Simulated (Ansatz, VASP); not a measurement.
**CdF2 in VASP and in Ansatz**

The input INCAR:

```
SYSTEM = CdF2
PREC = Accurate
ENCUT = 520
EDIFF = 1E-8
ISMEAR = -1
SIGMA = 0.03
LREAL = .FALSE.
LASPH = .TRUE.
NELM = 100
ALGO = Normal
ISIF = 2
LWAVE = .FALSE.
LCHARG = .FALSE.
LEFG = .TRUE.
NBANDS = 20
```

File KPOINTS:

```
regular mesh
0
G
  9 9 9
  0 0 0
```

POSCAR

```
CdF2
1.0
    0.0000000000      2.6940000000      2.6940000000
    2.6940000000      0.0000000000      2.6940000000
    2.6940000000      2.6940000000      0.0000000000
Cd F
1 2
Direct
    0.0000000000      0.0000000000      0.0000000000
    0.2500000000      0.2500000000      0.2500000000
    0.7500000000      0.7500000000      0.7500000000
```

Input for Ansatz:

```yaml
crystal:
  lattice:
    - [0.0, 2.694, 2.694]
    - [2.694, 0.0, 2.694]
    - [2.694, 2.694, 0.0]
  atoms:
    - { symbol: Cd, position: [0.0, 0.0, 0.0] }
    - { symbol: F, position: [0.25, 0.25, 0.25] }
    - { symbol: F, position: [0.75, 0.75, 0.75] }
kpoints:
  mp_grid: { grid: [9, 9, 9] }
  band_path:
    path:
      - [0.0, 0.0, 0.0]
      - [0.5, 0.0, 0.5]
      - [0.625, 0.25, 0.625]
      - [0.375, 0.375, 0.75]
      - [0.0, 0.0, 0.0]
      - [0.5, 0.5, 0.5]
      - [0.5, 0.25, 0.75]
      - [0.5, 0.0, 0.5]
    npoints: 6
scf:
  occupations: { method: fermi_dirac, width: 0.03 }
hamiltonian:
  xc: lda
  pseudopotentials: { kind: paw }
output:
  forces: true
  stress: true
  eigenvalues: true
  efg: { contact_densities: true }
  populations: true
```

Change from the starting cell: volume scaled by 1, PAW files.

Alike in both runs: task electric field gradients; functional LDA; k mesh 9 × 9 × 9; occupations fermi-dirac, width 0.03 eV; no spin polarisation.

|  | VASP | Ansatz |
| --- | --- | --- |
| version | VASP 6.6.1 | Ansatz 0.2.0 |
| potentials or method | VASP PAW LDA potentials, release 64 (Cd, F) | PAW with Ansatz's default frozen-core files, scalar-relativistic |
| plane-wave cutoff (eV) | 520 | 420 |
| valence electrons in the cell | 26 | 34 |

Ansatz gave:

* gap on the k mesh at the Fermi level (eV): 2.84
* pressure (GPa): -5.7

Q: What did VASP give for the same quantities?

A: gap on the k mesh at the Fermi level (eV): 2.83; pressure (GPa): -4.7.

LDA's correlation is that of Perdew and Zunger in VASP and of Perdew and Wang (1992) in Ansatz. VASP's potentials hold 26 valence electrons a cell and Ansatz's 34, so a difference there can come from the potentials and not from the codes.
